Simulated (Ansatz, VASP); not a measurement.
## KCl: VASP beside Ansatz

```
K Cl
1.0
     3.93518    0.00000    0.00000
     0.00000    3.93518    0.00000
     0.00000    0.00000    3.74322
K Cl
1 1
Direct
  0.00000 0.00000 0.00000
  0.50000 0.50000 0.50000
```

Change from the starting cell: strain +0.025 along x and y, -0.025 along z, atoms carried along.

Alike in both runs: task single point; functional LDA; k mesh 6 × 6 × 6; occupations gaussian, width 0.05 eV; no spin polarisation.

|  | VASP | Ansatz |
| --- | --- | --- |
| version | VASP 6.6.1 | Ansatz 0.2.0 |
| potentials or method | VASP PAW LDA potentials, release 64 (K_sv, Cl), cutoff 520 eV | scalar-relativistic, plane waves, PAW |
| valence electrons in the cell | 16 | 16 |

|  | VASP | Ansatz | Ansatz less VASP |
| --- | --- | --- | --- |
| gap on the k mesh at the Fermi level (eV) | 4.10 | 4.09 | -0.006 |
| least direct gap on the mesh (eV) | 4.27 | 4.26 | -0.007 |
| pressure (GPa) | -3.4 | -3.4 | -0.02 |
| traceless stress, the component that is largest in VASP (GPa) | 1.35 | 1.36 | +0.002 |

LDA's correlation is that of Perdew and Zunger in VASP and of Perdew and Wang (1992) in Ansatz.
